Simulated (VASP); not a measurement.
Crystal: S.

```
CELL_PARAMETERS angstrom
1.63850 0.94599 0.86133
-1.63850 0.94599 0.86133
0.00000 -1.89198 0.86133
ATOMIC_POSITIONS crystal
S 0.00000 0.00000 0.00000
```

Base run:

| Property | Result |
| --- | --- |
| Program | VASP 6.6.1 |
| Functional | PBE |
| Potentials or basis | VASP PAW PBE potentials, release 64 (S) |
| Cutoff | 500 eV |
| k mesh | 10 × 10 × 10 |
| Occupations | methfessel-paxton, width 0.05 eV |
| Spin | no spin polarisation |

Its results: band gap on the k mesh zero (bands 3 and 4 overlap by 15.11 eV); pressure 217.5 GPa.

The run is repeated on the same cell with these changes: k mesh from 10 × 10 × 10 to 6 × 6 × 6. What comes out?

Band gap on the k mesh zero (bands 3 and 4 overlap by 13.39 eV); pressure 210.9 GPa.

Caveats: some runs use coarse meshes; the cell stands under pressure (at least some runs).
